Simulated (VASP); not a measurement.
# Ag in VASP: single point with PBE

Aim: the single point of Ag with PBE.

All numbers are computed with VASP 6.6.1; they aren't measurements. Logs are shortened: lines on timing, memory, paths and dates and some standing lists are left out, and cuts for length are marked.

## (1) The cell of the first run

The cell holds a slab with vacuum, 4 atoms: a = 2.920 Å, b = 2.920 Å, c = 29.248 Å, α = 90.00°, β = 90.00°, γ = 120.00°.

## (2) Single point, PBE

INCAR

```
PREC = Accurate ; ENCUT = 400
EDIFF = 1E-6 ; ISMEAR = 1
SIGMA = 0.1 ; LREAL = False
LASPH = True ; NELM = 120
ALGO = Normal ; ISIF = 2
LWAVE = False ; LCHARG = False
LDIPOL = True ; IDIPOL = 3
DIPOL = 0.5 0.5 0.663 ; GGA = PE
NBANDS = 30 ; GGA_COMPAT = False
NELMDL = -8
```

KPOINTS

```
regular mesh
0
Gamma
  21 21 1
```

POSCAR

```
Ag
1.0
    1.4602435473      2.5292160153      0.0000000000
   -2.9204870946      0.0000000000      0.0000000000
    0.0000000000      0.0000000000     29.2478019252
Ag
4
Direct
    0.0000000000      1.0000000000      0.5408314783
    0.6666666667      0.3333333333      0.6218764681
    0.3333333333      0.6666666667      0.7043818286
    0.0000000000      1.0000000000      0.7866540332
```

Potentials or basis: VASP PAW PBE potentials, release 64 (Ag).

The run is started by

```bash
> cat potpaw_PBE.64/Ag/POTCAR > POTCAR
> mpirun -np 1 vasp_std > vasp.out
```

OUTCAR:

```text
PREC = Accurate
   ENCUT = 400
   EDIFF = 1E-6
   ISMEAR = 1
   LREAL = False
   LASPH = True
   NELM = 120
   ISIF = 2
   GGA = PE
   NELMDL = -8

 ion  position               nearest neighbor table
   1  0.000  0.000  0.541-   2 2.91   2 2.91   2 2.91
   2  0.667  0.333  0.622-   1 2.91   1 2.91   1 2.91   3 2.94   3 2.94   3 2.94
   3  0.333  0.667  0.704-   4 2.94   4 2.94   4 2.94   2 2.94   2 2.94   2 2.94
   4  0.000  0.000  0.787-   3 2.94   3 2.94   3 2.94

  LATTYP: Found a hexagonal cell.
 ALAT       =     2.9204870946
 C/A-ratio  =    10.0146999381

  Lattice vectors:

 A1 = (   1.4602435473,   2.5292160153,   0.0000000000)
 A2 = (  -2.9204870946,   0.0000000000,   0.0000000000)
 A3 = (   0.0000000000,   0.0000000000,  29.2478019252)

Analysis of symmetry for initial positions (statically):
=====================================================================
 Subroutine PRICEL returns:
 Original cell was already a primitive cell.

 Routine SETGRP: Setting up the symmetry group for a
 hexagonal supercell.

 Subroutine GETGRP returns: Found  6 space group operations
 (whereof  6 operations were pure point group operations)
 out of a pool of 24 trial point group operations.

The static configuration has the point symmetry C_3v.

Analysis of symmetry for dynamics (positions and initial velocities):
=====================================================================
 Subroutine PRICEL returns:
 Original cell was already a primitive cell.

 Routine SETGRP: Setting up the symmetry group for a
 hexagonal supercell.

 Subroutine GETGRP returns: Found  6 space group operations
 (whereof  6 operations were pure point group operations)
 out of a pool of 24 trial point group operations.

The dynamic configuration has the point symmetry C_3v.

 Subroutine INISYM returns: Found  6 space group operations
 (whereof  6 operations are pure point group operations),
 and found     1 'primitive' translations

----------------------------------------------------------------------------------------

                                     Primitive cell

  volume of cell :     216.0401

  direct lattice vectors                    reciprocal lattice vectors
     1.460243547  2.529216015  0.000000000     0.000000000  0.395379435  0.000000000
    -2.920487095  0.000000000  0.000000000    -0.342408635  0.197689718  0.000000000
     0.000000000  0.000000000 29.247801925     0.000000000  0.000000000  0.034190604

  length of vectors
     2.920487095  2.920487095 29.247801925     0.395379435  0.395379435  0.034190604

  position of ions in fractional coordinates (direct lattice)
     0.000000000  0.000000000  0.540831478
     0.666666667  0.333333333  0.621876468
     0.333333333  0.666666667  0.704381829
     0.000000000  0.000000000  0.786654033

  ion indices of the primitive-cell ions
   primitive index   ion index
                 1           1
                 2           2
                 3           3
                 4           4

----------------------------------------------------------------------------------------

 KPOINTS: regular mesh

Automatic generation of k-mesh.
 Grid dimensions read from file:
 generate k-points for:   21   21    1

 Generating k-lattice:

  Cartesian coordinates                     Fractional coordinates (reciprocal lattice)
     0.000000000  0.018827592  0.000000000     0.047619048  0.000000000  0.000000000
    -0.016305173  0.009413796  0.000000000     0.000000000  0.047619048  0.000000000
     0.000000000  0.000000000  0.034190604     0.000000000  0.000000000  1.000000000

  Length of vectors
     0.018827592  0.018827592  0.034190604

  Shift w.r.t. Gamma in fractional coordinates (k-lattice)
     0.000000000  0.000000000  0.000000000

 Subroutine IBZKPT returns following result:
 ===========================================

 Found     48 irreducible k-points:

 Following reciprocal coordinates:
            Coordinates               Weight
  0.000000  0.000000  0.000000      1.000000
  0.047619  0.000000  0.000000      6.000000
  0.095238  0.000000  0.000000      6.000000
  0.142857  0.000000  0.000000      6.000000
  0.190476  0.000000  0.000000      6.000000
  0.238095  0.000000  0.000000      6.000000
[... 16 lines left out ...]
  0.142857  0.095238  0.000000     12.000000
  0.190476  0.095238  0.000000     12.000000
 [... further k-points ...]
   k-points           NKPTS =     48   k-points in BZ     NKDIM =     48   number of bands    NBANDS=     30
   number of dos      NEDOS =    301   number of ions     NIONS =      4
   total plane-waves  NPLWV =  76800
   dimension x,y,z NGX =    20 NGY =   20 NGZ =  192
   dimension x,y,z NGXF=    40 NGYF=   40 NGZF=  384
   ions per type =               4
   NGX,Y,Z   is equivalent  to a cutoff of  11.38, 11.38, 10.91 a.u.
   NGXF,Y,Z  is equivalent  to a cutoff of  22.77, 22.77, 21.83 a.u.
 SYSTEM =  unknown system
   PREC   = accura    normal or accurate (medium, high low for compatibility)
   ISTART =      0    job   : 0-new  1-cont  2-samecut
   ICHARG =      2    charge: 1-file 2-atom 10-const
   ISPIN  =      1    spin polarized calculation?
   LNONCOLLINEAR =      F non collinear calculations
   LSORBIT =      F    spin-orbit coupling
   LASPH  =      T    aspherical Exc in radial PAW
   ENCUT  =  400.0 eV  29.40 Ry    5.42 a.u.   4.76  4.76 47.70*2*pi/ulx,y,z
   NELM   =    120;   NELMIN=  2; NELMDL= -8     # of ELM steps
   EDIFF  = 0.1E-05   stopping-criterion for ELM
   LREAL  =      F    real-space projection
   EDIFFG = 0.1E-04   stopping-criterion for IOM
   NSW    =      0    number of steps for IOM
   IBRION =     -1    ionic relax: 0-MD 1-quasi-New 2-CG
   NFREE  =      0    steps in history (QN), initial steepest desc. (CG)
   ISIF   =      2    stress and relaxation
   ISYM   =      2    0-nonsym 1-usesym 2-fastsym
   POTIM  = 0.5000    time-step for ionic-motion
   TEBEG  =    0.0;   TEEND  =   0.0 temperature during run
   PSTRESS=    0.0 pullay stress
   NELECT =      44.0000    total number of electrons
   NUPDOWN=      -1.0000    fix difference up-down
   EMIN   =  10.00;   EMAX   =-10.00  energy-range for DOS
   EFERMI =   0.00;   METHOD = LEGACY
   ISMEAR =     1;   SIGMA  =   0.10  broadening in eV -4-tet -1-fermi 0-gaus
   EFERMI_NEDOS =   21; number of points for ismear=-14 and -15
   IALGO  =     38    algorithm
   IMIX   =      4    mixing-type and parameters
     AMIX     =   0.40;   BMIX     =  1.00
     AMIX_MAG =   1.60;   BMIX_MAG =  1.00
  volume/ion in A,a.u.               =      54.01       364.48
  Fermi-wavevector in a.u.,A,eV,Ry     =   0.963195  1.820175 12.622733  0.927745
  Thomas-Fermi vector in A             =   2.092719
   LORBIT       =      0    0 simple, 1 ext, 2 COOP (PROOUT), +10 PAW based schemes
   GGA     = PE    functional components
   LHFCALC =     F    Hartree Fock is set to
   AEXX    =    0.0000 exact exchange contribution
   IVDW    =     0    specifies the selected vdW correction
   LEPSILON=     F    determine dielectric tensor
   LRPA    =     F    only Hartree local field effects (RPA)
 non-spin polarized calculation
 Methfessel and Paxton  Order N= 1 SIGMA  =   0.10
  energy-cutoff  :      400.00
  volume of cell :      216.04
 maximum number of plane-waves:      3955
 NGX is ok and might be reduce to    20
   NGX =  9   NGY =  9   NGZ = 95

 dipolmoment           0.000000      0.000000     -0.003683 electrons x Angstroem

 number of electron      43.9999996 magnetization

 dipolmoment           0.000000      0.000000      0.000703 electrons x Angstroem

 Free energy of the ion-electron system (eV)
  ---------------------------------------------------
  ext. energy  EPLUGINS =         0.00000000
  ---------------------------------------------------
  free energy    TOTEN  =       -10.18005081 eV

  energy without entropy =      -10.17940944  energy(sigma->0) =      -10.17983702

 E-fermi :  -0.3999     XC(G=0):  -4.5158

 val. band max:       -0.4247146502   @ k =   0.3333   0.1429   0.0000
 cond. band min:      -0.3760284999   @ k =   0.3333   0.0476   0.0000
 fundamental gap:      0.0486861503
 Fermi energy:        -0.3999010232

 k-point     1 :       0.0000    0.0000    0.0000
  band No.  band energies     occupation
      1      -7.6076      2.00000
      2      -6.7636      2.00000
      3      -6.4647      2.00000
      4      -6.3096      2.00000
      5      -5.1652      2.00000
      6      -5.1211      2.00000
[... 22 lines left out ...]
     29       4.6645      0.00000
     30       5.7182      0.00000

 k-point     2 :       0.0476    0.0000    0.0000
  band No.  band energies     occupation
      1      -7.5469      2.00000
      2      -6.7095      2.00000
      3      -6.4216      2.00000
      4      -6.2641      2.00000
      5      -5.1635      2.00000
      6      -5.1430      2.00000
[... 22 lines left out ...]
     29       4.7121      0.00000
     30       5.7678      0.00000

 k-point     3 :       0.0952    0.0000    0.0000
  band No.  band energies     occupation
      1      -7.3696      2.00000
      2      -6.5571      2.00000
      3      -6.2978      2.00000
      4      -6.1368      2.00000
      5      -5.2453      2.00000
      6      -5.1907      2.00000
[... 22 lines left out ...]
     29       4.8560      0.00000
     30       5.9176      0.00000

 k-point     4 :       0.1429    0.0000    0.0000
  band No.  band energies     occupation
      1      -7.0936      2.00000
      2      -6.3454      2.00000
      3      -6.1167      2.00000
      4      -5.9608      2.00000
      5      -5.3672      2.00000
      6      -5.2561      2.00000
[... 616 lines left out ...]
     29       5.2463      0.00000
     30       6.3228      0.00000

 k-point    23 :       0.1429    0.0952    0.0000
  band No.  band energies     occupation
      1      -6.6126      2.00000
      2      -6.0266      2.00000
      3      -5.8676      2.00000
      4      -5.7389      2.00000
      5      -5.4905      2.00000
      6      -5.4051      2.00000
[... 22 lines left out ...]
     29       5.5944      0.00000
     30       6.6818      0.00000

 k-point    24 :       0.1905    0.0952    0.0000
  band No.  band energies     occupation
      1      -6.3219      2.00000
      2      -5.9714      2.00000
      3      -5.8582      2.00000
      4      -5.6623      2.00000
      5      -5.5461      2.00000
      6      -5.4135      2.00000
[... 22 lines left out ...]
     29       6.0484      0.00000
     30       7.1455      0.00000

 [... further k-points ...]

------------------------ aborting loop because EDIFF is reached ----------------------------------------

 vacuum level on the upper side and lower side of the slab       (xc-potential included)        -0.060        -0.075

  FORCE on cell =-STRESS in cart. coord.  units (eV):
  Direction    XX          YY          ZZ          XY          YZ          ZX
  --------------------------------------------------------------------------------------
  -------------------------------------------------------------------------------------
  Total       -0.9457530     -0.9457530     -0.1063897      0.0000000      0.0000000      0.0000000
  in kB       -7.0138078     -7.0138078     -0.7889973      0.0000000      0.0000000      0.0000000
  external PRESSURE =      -4.9388709 kB  Pullay stress =       0.0000000 kB

 VOLUME and BASIS-vectors are now :
 -----------------------------------------------------------------------------
  energy-cutoff  :      400.00
  volume of cell :      216.04
      direct lattice vectors                 reciprocal lattice vectors
     1.460243547  2.529216015  0.000000000     0.000000000  0.395379435  0.000000000
    -2.920487095  0.000000000  0.000000000    -0.342408635  0.197689718  0.000000000
     0.000000000  0.000000000 29.247801925     0.000000000  0.000000000  0.034190604

 POSITION                                       TOTAL-FORCE (eV/Angst)
 -----------------------------------------------------------------------------------
      0.00000      0.00000     15.81813         0.000000      0.000000     -0.086582
      0.00000      1.68614     18.18852         0.000000      0.000000      0.128899
     -1.46024      0.84307     20.60162        -0.000000      0.000000     -0.035786
      0.00000      0.00000     23.00790        -0.000000     -0.000000     -0.006530
 -----------------------------------------------------------------------------------
    total drift:                               -0.000000      0.000000     -0.000790

  FREE ENERGIE OF THE ION-ELECTRON SYSTEM (eV)
  ---------------------------------------------------
  free  energy   TOTEN  =       -10.1800508062 eV

  energy  without entropy=      -10.1794094390  energy(sigma->0) =      -10.17983702

 vacuum level on the upper side and lower side of the slab         4.039         4.022
```

It took 7.4 min on 1 thread of AMD EPYC 7R13 (Zen 3), shared host; peak memory 0.31 GiB.

Results:

```
Free energy            : -10.1801 eV
Largest force          : 0.129 eV/Å
Band gap on the k mesh : zero (band 22 reaches 3.01 eV, above the bottom of band 23 at -3.47 eV)
```

Forces in eV/Å, atoms in the order of the input:
```
Ag   0.000  0.000 -0.087
Ag   0.000  0.000  0.129
Ag   0.000  0.000 -0.036
Ag   0.000  0.000 -0.007
```

Levels at points of the mesh, in eV from the Fermi level:
| k point | band 20 | band 21 | band 22 | band 23 | band 24 | band 25 |
| --- | --- | --- | --- | --- | --- | --- |
| (0.00, 0.00, 0.00) | -3.25 | -3.25 | -3.07 | -3.07 | -0.94 | 0.29 |
